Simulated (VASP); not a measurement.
Runs of VASP 6.6.1 on Al. The structure is that of space group R-3m (No. 166), or close to it. The cells are those of the table. 

| task | cell | k mesh | cutoff (eV) | gap on the mesh (eV) | pressure (GPa) | largest force (eV/Å) |
| --- | --- | --- | --- | --- | --- | --- |
| single point | a = 6.776 Å, angles 58.1°, 12 atoms | 3 × 3 × 3 | 520 | none | 32.9 | (b) |
| single point | a = 7.648 Å, angles 54.7°, 12 atoms | 3 × 3 × 3 | 520 | none | 0.0 | 0.03 |
| single point | a = 7.632 Å, angles 55.1°, 12 atoms | 9 × 9 × 9 | 520 | none | (a) | 0.01 |
| relaxation of cell and atoms | relaxed from a = 6.776 Å, angles 58.1°, 12 atoms | 3 × 3 × 3 | 600 | none | -0.1 | 0.02 |

Alike in all rows: level PBEsol; potentials or basis VASP PAW PBE potentials, release 64 (Al); no spin polarisation; smearing gaussian 0.1 eV.

Task: Estimate the missing entries.

Result: (a) 0.1; (b) 3.25.

Caveats: some runs use coarse meshes; the PAW data sets were made with another functional, which shifts forces and pressure a little.

A gap of «none» marks levels without a gap at the run's occupations.
